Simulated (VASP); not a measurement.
# Rh (P6_3/mmc) in VASP: further runs

Runs on Rh. Level: PBEsol. Tasks: relaxation of cell and atoms, single point.

Program: VASP 6.6.1. These are calculated values, not measurements. Logs are shortened: lines on timing, memory, paths and dates and some standing lists are left out, and cuts for length are marked.

### 1 The cell of the first run

It takes space group P6_3/mmc (No. 194, hexagonal). Conventional cell: a = 2.654 Å, b = 2.654 Å, c = 4.275 Å, α = 90.00°, β = 90.00°, γ = 120.00°. Rh (site symmetry -6m2) has 12 Rh at 2.63 to 2.65 Å within 3.5 Å.

This isn't the form of Rh at room conditions, which is fcc.

### 2 Relaxation of cell and atoms, PBEsol, target pressure 12 GPa, at which the enthalpy is minimised

Contents of INCAR:

```
PREC = Accurate ; ENCUT = 600
EDIFF = 1E-7 ; ISMEAR = 0
SIGMA = 0.1 ; LREAL = False
LASPH = True ; NELM = 80
ALGO = Fast ; ISIF = 3
LWAVE = False ; LCHARG = False
GGA = PS ; IBRION = 2
NSW = 70 ; EDIFFG = -0.008
PSTRESS = 120.0
```

Contents of KPOINTS:

```
regular mesh
0
Gamma
  18 18 10
```

Contents of POSCAR:

```
Rh
1.0
    2.6544920532      0.0000000000      0.0000000000
   -1.3272460266      2.2988575522      0.0000000000
    0.0000000000      0.0000000000      4.2754766222
Rh
2
Direct
    0.6666666667      0.3333333333      0.7500000000
    0.3333333333      0.6666666667      0.2500000000
```

Potentials or basis: VASP PAW PBE potentials, release 64 (Rh_pv).

Started as:

```console
> cat potpaw_PBE.64/Rh_pv/POTCAR > POTCAR
> mpirun -np 1 vasp_std > vasp.out
```

OUTCAR:

```text
PREC = Accurate
   ENCUT = 600
   EDIFF = 1E-7
   ISMEAR = 0
   LREAL = False
   LASPH = True
   NELM = 80
   ISIF = 3
   GGA = PS
   IBRION = 2
   NSW = 70
   EDIFFG = -0.008
   PSTRESS = 120.0

 ion  position               nearest neighbor table
   1  0.667  0.333  0.750-   2 2.63   2 2.63   2 2.63   2 2.63   2 2.63   2 2.63
   2  0.333  0.667  0.250-   1 2.63   1 2.63   1 2.63   1 2.63   1 2.63   1 2.63

  LATTYP: Found a hexagonal cell.
 ALAT       =     2.6544920532
 C/A-ratio  =     1.6106571564

  Lattice vectors:

 A1 = (   2.6544920532,   0.0000000000,   0.0000000000)
 A2 = (  -1.3272460266,   2.2988575522,   0.0000000000)
 A3 = (   0.0000000000,   0.0000000000,   4.2754766222)

Analysis of symmetry for initial positions (statically):
=====================================================================
 Subroutine PRICEL returns:
 Original cell was already a primitive cell.

 Routine SETGRP: Setting up the symmetry group for a
 hexagonal supercell.

 Subroutine GETGRP returns: Found 24 space group operations
 (whereof 12 operations were pure point group operations)
 out of a pool of 24 trial point group operations.

The static configuration has the point symmetry D_3d.
 The point group associated with its full space group is D_6h.

Analysis of symmetry for dynamics (positions and initial velocities):
=====================================================================
 Subroutine PRICEL returns:
 Original cell was already a primitive cell.

 Routine SETGRP: Setting up the symmetry group for a
 hexagonal supercell.

 Subroutine GETGRP returns: Found 24 space group operations
 (whereof 12 operations were pure point group operations)
 out of a pool of 24 trial point group operations.

The dynamic configuration has the point symmetry D_3d.
 The point group associated with its full space group is D_6h.

 Subroutine INISYM returns: Found 24 space group operations
 (whereof 12 operations are pure point group operations),
 and found     1 'primitive' translations

----------------------------------------------------------------------------------------

                                     Primitive cell

  volume of cell :      26.0902

  direct lattice vectors                    reciprocal lattice vectors
     2.654492053  0.000000000  0.000000000     0.376719907  0.217499340  0.000000000
    -1.327246027  2.298857552  0.000000000     0.000000000  0.434998680  0.000000000
     0.000000000  0.000000000  4.275476622     0.000000000  0.000000000  0.233892052

  length of vectors
     2.654492053  2.654492053  4.275476622     0.434998680  0.434998680  0.233892052

  position of ions in fractional coordinates (direct lattice)
     0.666666667  0.333333333  0.750000000
     0.333333333  0.666666667  0.250000000

  ion indices of the primitive-cell ions
   primitive index   ion index
                 1           1
                 2           2

----------------------------------------------------------------------------------------

 KPOINTS: regular mesh

Automatic generation of k-mesh.
 Grid dimensions read from file:
 generate k-points for:   18   18   10

 Generating k-lattice:

  Cartesian coordinates                     Fractional coordinates (reciprocal lattice)
     0.020928884  0.012083297  0.000000000     0.055555556  0.000000000  0.000000000
     0.000000000  0.024166593  0.000000000     0.000000000  0.055555556  0.000000000
     0.000000000  0.000000000  0.023389205     0.000000000  0.000000000  0.100000000

  Length of vectors
     0.024166593  0.024166593  0.023389205

  Shift w.r.t. Gamma in fractional coordinates (k-lattice)
     0.000000000  0.000000000  0.000000000

 Subroutine IBZKPT returns following result:
 ===========================================

 Found    222 irreducible k-points:

 Following reciprocal coordinates:
            Coordinates               Weight
  0.000000  0.000000  0.000000      1.000000
  0.055556  0.000000  0.000000      6.000000
  0.111111  0.000000  0.000000      6.000000
  0.166667 -0.000000  0.000000      6.000000
  0.222222 -0.000000  0.000000      6.000000
  0.277778  0.000000  0.000000      6.000000
[... 16 lines left out ...]
  0.333333  0.111111  0.000000     12.000000
  0.388889  0.111111  0.000000     12.000000
 [... further k-points ...]
   k-points           NKPTS =    222   k-points in BZ     NKDIM =    222   number of bands    NBANDS=     19
   number of dos      NEDOS =    301   number of ions     NIONS =      2
   total plane-waves  NPLWV =  20736
   dimension x,y,z NGX =    24 NGY =   24 NGZ =   36
   dimension x,y,z NGXF=    48 NGYF=   48 NGZF=   72
   ions per type =               2
   NGX,Y,Z   is equivalent  to a cutoff of  15.03, 15.03, 14.00 a.u.
   NGXF,Y,Z  is equivalent  to a cutoff of  30.06, 30.06, 28.00 a.u.
 SYSTEM =  unknown system
   PREC   = accura    normal or accurate (medium, high low for compatibility)
   ISTART =      0    job   : 0-new  1-cont  2-samecut
   ICHARG =      2    charge: 1-file 2-atom 10-const
   ISPIN  =      1    spin polarized calculation?
   LNONCOLLINEAR =      F non collinear calculations
   LSORBIT =      F    spin-orbit coupling
   LASPH  =      T    aspherical Exc in radial PAW
   ENCUT  =  600.0 eV  44.10 Ry    6.64 a.u.   5.30  5.30  8.54*2*pi/ulx,y,z
   NELM   =     80;   NELMIN=  2; NELMDL= -5     # of ELM steps
   EDIFF  = 0.1E-06   stopping-criterion for ELM
   LREAL  =      F    real-space projection
   EDIFFG = -.8E-02   stopping-criterion for IOM
   NSW    =     70    number of steps for IOM
   IBRION =      2    ionic relax: 0-MD 1-quasi-New 2-CG
   NFREE  =      1    steps in history (QN), initial steepest desc. (CG)
   ISIF   =      3    stress and relaxation
   ISYM   =      2    0-nonsym 1-usesym 2-fastsym
   POTIM  = 0.5000    time-step for ionic-motion
   TEBEG  =    0.0;   TEEND  =   0.0 temperature during run
   PSTRESS=  120.0 pullay stress
   NELECT =      30.0000    total number of electrons
   NUPDOWN=      -1.0000    fix difference up-down
   EMIN   =  10.00;   EMAX   =-10.00  energy-range for DOS
   EFERMI =   0.00;   METHOD = LEGACY
   ISMEAR =     0;   SIGMA  =   0.10  broadening in eV -4-tet -1-fermi 0-gaus
   EFERMI_NEDOS =   21; number of points for ismear=-14 and -15
   IALGO  =     68    algorithm
   IMIX   =      4    mixing-type and parameters
     AMIX     =   0.40;   BMIX     =  1.00
     AMIX_MAG =   1.60;   BMIX_MAG =  1.00
  volume/ion in A,a.u.               =      13.05        88.03
  Fermi-wavevector in a.u.,A,eV,Ry     =   1.715099  3.241068 40.022424  2.941565
  Thomas-Fermi vector in A             =   2.792534
   LORBIT       =      0    0 simple, 1 ext, 2 COOP (PROOUT), +10 PAW based schemes
   GGA     = PS    functional components
   LHFCALC =     F    Hartree Fock is set to
   AEXX    =    0.0000 exact exchange contribution
   IVDW    =     0    specifies the selected vdW correction
   LEPSILON=     F    determine dielectric tensor
   LRPA    =     F    only Hartree local field effects (RPA)
 conjugate gradient relaxation of ions
 non-spin polarized calculation
 RMM-DIIS sequential band-by-band and
 Gauss-broadening in eV      SIGMA  =   0.10
  energy-cutoff  :      600.00
  volume of cell :       26.09
 maximum number of plane-waves:       890
 NGX is ok and might be reduce to    24
   NGX = 11   NGY = 11   NGZ = 17

--------------------------------------- Ionic step        1  -------------------------------------------

 number of electron      29.9999998 magnetization

 Free energy of the ion-electron system (eV)
  ---------------------------------------------------
  ext. energy  EPLUGINS =         0.00000000
  ---------------------------------------------------
  free energy    TOTEN  =       -16.16717952 eV

  energy without entropy =      -16.15255942  energy(sigma->0) =      -16.15986947

------------------------ aborting loop because EDIFF is reached ----------------------------------------

  FORCE on cell =-STRESS in cart. coord.  units (eV):
  Direction    XX          YY          ZZ          XY          YZ          ZX
  --------------------------------------------------------------------------------------
  -------------------------------------------------------------------------------------
  Total        1.9668424      1.9668424      2.0067663      0.0000000      0.0000000      0.0000000
  in kB      120.7819706    120.7819706    123.2336628      0.0000000      0.0000000      0.0000000
  external PRESSURE =       1.5992013 kB  Pullay stress =     120.0000000 kB

 VOLUME and BASIS-vectors are now :
 -----------------------------------------------------------------------------
  energy-cutoff  :      600.00
  volume of cell :       26.09
      direct lattice vectors                 reciprocal lattice vectors
     2.654492053  0.000000000  0.000000000     0.376719907  0.217499340  0.000000000
    -1.327246027  2.298857552  0.000000000     0.000000000  0.434998680  0.000000000
     0.000000000  0.000000000  4.275476622     0.000000000  0.000000000  0.233892052
[... 46 lines left out ...]
  FREE ENERGIE OF THE ION-ELECTRON SYSTEM (eV)
  ---------------------------------------------------
  free  energy   TOTEN  =       -16.1708011163 eV

  energy  without entropy=      -16.1560723895  energy(sigma->0) =      -16.16343675

  enthalpy is  TOTEN    =       -14.2130083406 eV   P V=        1.9577927756

--------------------------------------- Ionic step        3  -------------------------------------------

 number of electron      29.9999998 magnetization

 Free energy of the ion-electron system (eV)
  ---------------------------------------------------
  ext. energy  EPLUGINS =         0.00000000
  ---------------------------------------------------
  free energy    TOTEN  =       -16.16812786 eV

  energy without entropy =      -16.15348022  energy(sigma->0) =      -16.16080404

 E-fermi :  12.8557     XC(G=0): -14.5542

 val. band max:       12.8515750091   @ k =   0.3333   0.3333   0.1000
 cond. band min:      12.8641167885   @ k =   0.0000   0.0000   0.3000
 fundamental gap:      0.0125417794
 Fermi energy:        12.8557285281

 k-point     1 :       0.0000    0.0000    0.0000
  band No.  band energies     occupation
      1     -34.5897      2.00000
      2     -33.7921      2.00000
      3     -33.7921      2.00000
      4     -33.6798      2.00000
      5     -33.6620      2.00000
      6     -33.6620      2.00000
[... 11 lines left out ...]
     18      13.4674      0.00000
     19      22.0102      0.00000
[... 485 lines left out ...]
 k-point    24 :       0.3889    0.1111    0.0000
  band No.  band energies     occupation
      1     -34.4009      2.00000
      2     -34.2615      2.00000
      3     -34.1993      2.00000
      4     -34.0222      2.00000
      5     -33.9019      2.00000
      6     -33.8200      2.00000
[... 11 lines left out ...]
     18      19.5578      0.00000
     19      23.5615      0.00000

 [... further k-points ...]

------------------------ aborting loop because EDIFF is reached ----------------------------------------

  FORCE on cell =-STRESS in cart. coord.  units (eV):
  Direction    XX          YY          ZZ          XY          YZ          ZX
  --------------------------------------------------------------------------------------
  -------------------------------------------------------------------------------------
  Total        1.9399035      1.9399035      1.9654746      0.0000000      0.0000000      0.0000000
  in kB      119.0703304    119.0703304    120.6398740      0.0000000      0.0000000      0.0000000
  external PRESSURE =      -0.4064884 kB  Pullay stress =     120.0000000 kB

 VOLUME and BASIS-vectors are now :
 -----------------------------------------------------------------------------
  energy-cutoff  :      600.00
  volume of cell :       26.10
      direct lattice vectors                 reciprocal lattice vectors
     2.654700407  0.000000000  0.000000000     0.376690340  0.217482269 -0.000000000
    -1.327350203  2.299037992  0.000000000     0.000000000  0.434964539  0.000000000
     0.000000000  0.000000000  4.276864362    -0.000000000 -0.000000000  0.233816160

 POSITION                                       TOTAL-FORCE (eV/Angst)
 -----------------------------------------------------------------------------------
      1.32735      0.76635      3.20765        -0.000000      0.000000      0.000000
     -0.00000      1.53269      1.06922         0.000000      0.000000      0.000000
 -----------------------------------------------------------------------------------
    total drift:                               -0.000000      0.000000     -0.000000

  FREE ENERGIE OF THE ION-ELECTRON SYSTEM (eV)
  ---------------------------------------------------
  free  energy   TOTEN  =       -16.1681278623 eV

  energy  without entropy=      -16.1534802208  energy(sigma->0) =      -16.16080404

  enthalpy is  TOTEN    =       -14.2130781494 eV   P V=        1.9550497129

 reached required accuracy - stopping structural energy minimisation
```

Run time: 2.8 min. Hardware: 1 thread of Intel Xeon Platinum 8488C (Sapphire Rapids), shared host; peak memory 0.23 GiB.

Results:

```yaml
Free_energy: -16.1681 eV
Relaxed_volume: 13.05 Å³/atom
Relaxed_cell: a = 2.655 Å, b = 2.655 Å, c = 4.277 Å, α = 90.00°, β = 90.00°, γ = 120.00°
Space_group_after_relaxing_to_0.1_Å: P6_3/mmc (No. 194)
Energy_change_on_relaxing_the_run_minimises_the_enthalpy: -0.5 meV/atom
Ionic_steps: 3
Pressure_after_relaxing: 12.0 GPa
Band_gap_on_the_k_mesh: zero (bands 15 and 16 overlap by 2.67 eV)
```

Step by step:
```tsv
step	energy change (eV)	largest force (eV/Å)	pressure (GPa)	volume (Å³)
1	0.0000	0.0000	12.16	26.09
2	-0.0036	0.0000	11.43	26.14
3	-0.0009	0.0000	11.96	26.10
```

Final structure:
```cif
data_structure
_symmetry_space_group_name_H-M 'P 1'
_symmetry_Int_Tables_number 1
_cell_length_a 2.6547
_cell_length_b 2.6547
_cell_length_c 4.2769
_cell_angle_alpha 90.000
_cell_angle_beta 90.000
_cell_angle_gamma 120.000
_cell_volume 26.10
loop_
_atom_site_label
_atom_site_type_symbol
_atom_site_fract_x
_atom_site_fract_y
_atom_site_fract_z
_atom_site_occupancy
Rh1 Rh 0.66667 0.33333 0.75000 1
Rh2 Rh 0.33333 0.66667 0.25000 1
```

Levels at points of the mesh, in eV from the Fermi level:
```
           k point  band 11  band 12  band 13  band 14  band 15  band 16  band 17  band 18  band 19
(0.00, 0.00, 0.00)    -3.33    -2.74    -2.74    -2.13    -2.13     0.13     0.13     0.61     9.15
(0.50, 0.00, 0.00)    -2.95    -2.44    -2.41     0.45     0.70     0.79     3.16     5.36    10.67
(0.00, 0.00, 0.50)    -3.45    -3.45    -3.45    -3.45    -0.48    -0.48    -0.48    -0.48    14.97
(0.50, 0.00, 0.50)    -1.87    -1.87    -0.39    -0.39     0.66     0.66     2.70     2.70     9.79
```

Caveat: the cell is relaxed towards a set pressure, so the run minimises the enthalpy, not the energy; the PAW data sets were made with another functional, which shifts forces and pressure a little.

### 3 Relaxation of cell and atoms, PBEsol, target pressure 4 GPa, at which the enthalpy is minimised

This run uses another cell than the first one, of 13.37 Å³/atom.

Contents of INCAR:

```
PREC = Accurate ; ENCUT = 600
EDIFF = 1E-7 ; ISMEAR = 0
SIGMA = 0.1 ; LREAL = F
LASPH = T ; NELM = 60
ALGO = Fast ; ISIF = 3
LWAVE = F ; LCHARG = F
GGA = PS ; IBRION = 2
NSW = 70 ; EDIFFG = -0.008
PSTRESS = 40.0
```

KPOINTS is that of step 2.

Contents of POSCAR:

```
Rh
1.0
    2.6768043956      0.0000000000      0.0000000000
   -1.3384021978      2.3181806075      0.0000000000
    0.0000000000      0.0000000000      4.3098925747
Rh
2
Direct
    0.6666666667      0.3333333333      0.7500000000
    0.3333333333      0.6666666667      0.2500000000
```

Potentials or basis: VASP PAW PBE potentials, release 64 (Rh_pv).

Started as:

```console
> cat potpaw_PBE.64/Rh_pv/POTCAR > POTCAR
> mpirun -np 1 vasp_std > vasp.out
```

Wall time 2.7 min (1 thread of Intel Xeon Platinum 8488C (Sapphire Rapids), shared host); peak memory 0.24 GiB.

The run converged. Its results:

| Item | Value |
| --- | --- |
| Free energy | -16.2000 eV |
| Relaxed volume | 13.36 Å³/atom |
| Relaxed cell | a = 2.676 Å, b = 2.676 Å, c = 4.310 Å, α = 90.00°, β = 90.00°, γ = 120.00° |
| Space group after relaxing (to 0.1 Å) | P6_3/mmc (No. 194) |
| Energy change on relaxing (the run minimises the enthalpy) | +0.2 meV/atom |
| Ionic steps | 3 |
| Pressure after relaxing | 4.0 GPa |
| Band gap on the k mesh | zero (bands 15 and 16 overlap by 2.57 eV) |

Step by step:
| step | energy change (eV) | largest force (eV/Å) | pressure (GPa) | volume (Å³) |
| --- | --- | --- | --- | --- |
| 1 | 0.0000 | 0.0000 | 3.91 | 26.74 |
| 2 | 0.0007 | 0.0000 | 4.20 | 26.72 |
| 3 | 0.0004 | 0.0000 | 4.01 | 26.73 |

Final structure:
```xyz
2
Lattice="2.6760 0.0000 0.0000 -1.3380 2.3175 0.0000 0.0000 0.0000 4.3098" Properties=species:S:1:pos:R:3 pbc="T T T"
Rh    1.3380    0.7725    3.2324
Rh    0.0000    1.5450    1.0775
```

Levels at points of the mesh, in eV from the Fermi level:
| k point | band 13 | band 14 | band 15 | band 16 | band 17 | band 18 |
| --- | --- | --- | --- | --- | --- | --- |
| (0.00, 0.00, 0.00) | -2.64 | -2.05 | -2.05 | 0.13 | 0.13 | 0.64 |
| (0.50, 0.00, 0.00) | -2.33 | 0.43 | 0.67 | 0.76 | 3.07 | 5.23 |
| (0.00, 0.00, 0.50) | -3.33 | -3.33 | -0.47 | -0.47 | -0.47 | -0.47 |
| (0.50, 0.00, 0.50) | -0.37 | -0.37 | 0.63 | 0.63 | 2.65 | 2.65 |

Caveat: the cell is relaxed towards a set pressure, so the run minimises the enthalpy, not the energy; the PAW data sets were made with another functional, which shifts forces and pressure a little.

### 4 Single point, PBEsol

This run uses another cell than the first one, of 13.38 Å³/atom.

Contents of INCAR:

```
SYSTEM = Rh
PREC     = Accurate       ! precision mode
ENCUT    = 520            ! plane-wave cutoff, eV
EDIFF    = 1E-6           ! SCF threshold, eV
ISMEAR   = 0              ! smearing method
SIGMA    = 0.1            ! smearing width, eV
LREAL    = .FALSE.        ! projectors in reciprocal space
LASPH    = .TRUE.         ! aspherical terms in the spheres
NELM     = 100            ! most SCF steps
ALGO     = Fast           ! electronic algorithm
ISIF     = 2              ! what is computed and relaxed
LWAVE    = .FALSE.        ! write WAVECAR
LCHARG   = .TRUE.         ! write CHGCAR
GGA      = PS             ! functional
LELF     = .TRUE.         ! ELF
LVHAR    = .TRUE.       
NBANDS   = 22             ! bands
```

Contents of KPOINTS:

```
Automatic mesh
0
G
  18 18 10
  0 0 0
```

Contents of POSCAR:

```
Rh
1.0
    2.6766928456      0.0000000000      0.0000000000
   -1.3383464228      2.3180840024      0.0000000000
    0.0000000000      0.0000000000      4.3112344998
Rh
2
Direct
    0.6666666667      0.3333333333      0.7500000000
    0.3333333333      0.6666666667      0.2500000000
```

Started as:

```console
> cat potpaw_PBE.64/Rh_pv/POTCAR > POTCAR
> mpirun -np 1 vasp_std > vasp.out
```

Run time: 46 s. Hardware: 1 thread of Intel Xeon 6975P-C (Granite Rapids), shared host; peak memory 0.21 GiB.

It converged, with:

| Item | Value |
| --- | --- |
| Free energy | -16.2000 eV |
| Pressure | 4.0 GPa |
| Band gap on the k mesh | zero (bands 15 and 16 overlap by 2.56 eV) |

Levels at points of the mesh, in eV from the Fermi level:
```tsv
k point	band 12	band 13	band 14	band 15	band 16	band 17	band 18	band 19
(0.00, 0.00, 0.00)	-2.64	-2.64	-2.05	-2.05	0.13	0.13	0.64	8.90
(0.50, 0.00, 0.00)	-2.35	-2.33	0.43	0.67	0.76	3.07	5.23	10.48
(0.00, 0.00, 0.50)	-3.32	-3.32	-3.32	-0.47	-0.47	-0.47	-0.47	14.91
(0.50, 0.00, 0.50)	-1.79	-0.37	-0.37	0.63	0.63	2.65	2.65	9.54
```

Caveat: the cell stands under pressure; the PAW data sets were made with another functional, which shifts forces and pressure a little.

### 5 The runs side by side

```tsv
task	cell	cutoff (eV)	gap on the mesh (eV)	pressure (GPa)
relaxation of cell and atoms	relaxed to 12 GPa from a = 2.654, b = 2.654, c = 4.275 Å, angles 90.0, 90.0, 120.0°, 2 atoms	600	none	12.0
relaxation of cell and atoms	relaxed to 4 GPa from a = 2.677, b = 2.677, c = 4.310 Å, angles 90.0, 90.0, 120.0°, 2 atoms	600	none	4.0
single point	a = 2.677, b = 2.677, c = 4.311 Å, angles 90.0, 90.0, 120.0°, 2 atoms	520	none	4.0
```

Alike in all rows: level PBEsol; potentials or basis VASP PAW PBE potentials, release 64 (Rh_pv); no spin polarisation; k mesh 18 × 18 × 10; smearing gaussian 0.1 eV.

Caveats: the PAW data sets were made with another functional, which shifts forces and pressure a little; the cell is relaxed towards a set pressure, so the run minimises the enthalpy, not the energy (at least some runs); the cell stands under pressure (at least some runs).

Absolute energies hang on the potentials; compare differences alone.
